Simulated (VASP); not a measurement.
A run of VASP 6.6.1 is set up as follows.

INCAR

```
PREC = Accurate
ENCUT = 520
EDIFF = 1E-6
ISMEAR = 0
SIGMA = 0.15
LREAL = False
LASPH = True
NELM = 60
ALGO = Normal
ISIF = 2
LWAVE = False
LCHARG = True
LELF = True
LVHAR = True
NBANDS = 13
```

File KPOINTS:

```
regular mesh
0
Gamma
  12 12 12
```

File POSCAR:

```
CaMg
1.0
    3.7938385159      0.0000000000      0.0000000000
    0.0000000000      3.7938385159      0.0000000000
    0.0000000000      0.0000000000      3.7938385159
Ca Mg
1 1
Direct
    0.0213764553      0.0000000000      0.0000000000
    0.4647510564      0.5000000000      0.5000000000
```

Potentials or basis: VASP PAW LDA potentials, release 64 (Ca_sv, Mg).

Launch:

```sh
$ cat potpaw_LDA.64/Ca_sv/POTCAR potpaw_LDA.64/Mg/POTCAR > POTCAR
$ mpirun -np 1 vasp_std > vasp.out
```

(1) What does it give for the largest force?

(2) Predict the pressure.

(3) What does it give for the band gap on the k mesh?

## Answers

(1) 0.615 eV/Å.

(2) 1.9 GPa.

(3) zero (bands 6 and 7 overlap by 1.31 eV).

Caveat: the cell differs from its parent crystal (atoms displaced along a vibrational mode, the cell strained).
